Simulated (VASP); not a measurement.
**V: relaxation of cell and atoms with PBE**

V:

```
CELL_PARAMETERS angstrom
0.00000 1.91080 1.91080
1.91080 0.00000 1.91080
1.91080 1.91080 0.00000
ATOMIC_POSITIONS crystal
V 0.00000 0.00000 0.00000
```

This isn't the form of V at room conditions, which is bcc.

| Item | Value |
| --- | --- |
| Program | VASP 6.6.1 |
| Task | relaxation of cell and atoms |
| Functional | PBE |
| Potentials or basis | VASP PAW PBE potentials, release 64 (V_sv) |
| Cutoff | 600 eV |
| k mesh | 18 × 18 × 18 |
| Occupations | gaussian, width 0.1 eV |
| Spin | no spin polarisation |
| Dipole correction | no |
| Further INCAR settings | ALGO = Normal; EDIFF = 1e-07; IBRION = 2; EDIFFG = -0.01; NSW = 80; ISIF = 3 |

* Relaxed volume: 13.91 Å³/atom
* Relaxed cell: a = 2.699 Å, b = 2.699 Å, c = 2.699 Å, α = 60.00°, β = 60.00°, γ = 60.00°
* Space group after relaxing (to 0.1 Å): Fm-3m (No. 225)
* Energy gained by relaxing: 0.1 meV/atom
* Ionic steps: 3
* Pressure after relaxing: 0.0 GPa
* Band gap on the k mesh: zero (an odd number of electrons rules out a gap without spin polarisation)

Final structure:
```
V
1.0
     0.00000    1.90878    1.90878
     1.90878    0.00000    1.90878
     1.90878    1.90878    0.00000
V
1
Direct
  0.00000 0.00000 0.00000
```

Levels at points of the mesh, in eV from the Fermi level:
| k point | band 2 | band 3 | band 4 | band 5 | band 6 | band 7 | band 8 | band 9 | band 10 |
| --- | --- | --- | --- | --- | --- | --- | --- | --- | --- |
| (0.00, 0.00, 0.00) | -37.43 | -37.43 | -37.43 | -6.82 | 0.17 | 0.17 | 0.17 | 1.91 | 1.91 |
| (0.50, 0.00, 0.00) | -38.24 | -37.53 | -37.53 | -3.31 | 0.05 | 0.05 | 0.80 | 3.06 | 3.06 |
| (0.50, 0.50, 0.00) | -38.18 | -37.71 | -37.71 | -3.44 | -2.60 | 3.05 | 3.36 | 3.36 | 3.39 |

Run time: 72 s on 1 thread of Intel Xeon 8259CL (shared host), peak memory 0.17 GiB.
